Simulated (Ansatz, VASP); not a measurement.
**Rh in VASP and in Ansatz**

```
Rh
1.0
     2.72851    0.00000    0.00000
    -1.36426    2.36296    0.00000
     0.00000    0.00000    4.39286
Rh
2
Direct
  0.66667 0.33333 0.75000
  0.33333 0.66667 0.25000
```

Alike in both runs: functional PBE; k mesh 18 × 18 × 10; occupations fermi-dirac, width 0.15 eV; no spin polarisation.

Ansatz relaxed the structure, and its values are those at the end. VASP's run is a single point on that final structure, the one shown.

|  | VASP | Ansatz |
| --- | --- | --- |
| version | VASP 6.6.1 | Ansatz 0.2.0 |
| potentials or method | VASP PAW PBE potentials, release 64 (Rh_pv), cutoff 520 eV | scalar-relativistic, plane waves, PAW |
| valence electrons in the cell | 30 | 34 |

```tsv
	VASP	Ansatz	Ansatz less VASP
gap on the k mesh at the Fermi level (eV)	none	none	-
pressure (GPa)	0.1	0.0	-0.15
```

A gap of «none» marks a metal or a gap that the smearing closes. VASP's potentials hold 30 valence electrons a cell and Ansatz's 34, so a difference there can come from the potentials and not from the codes.
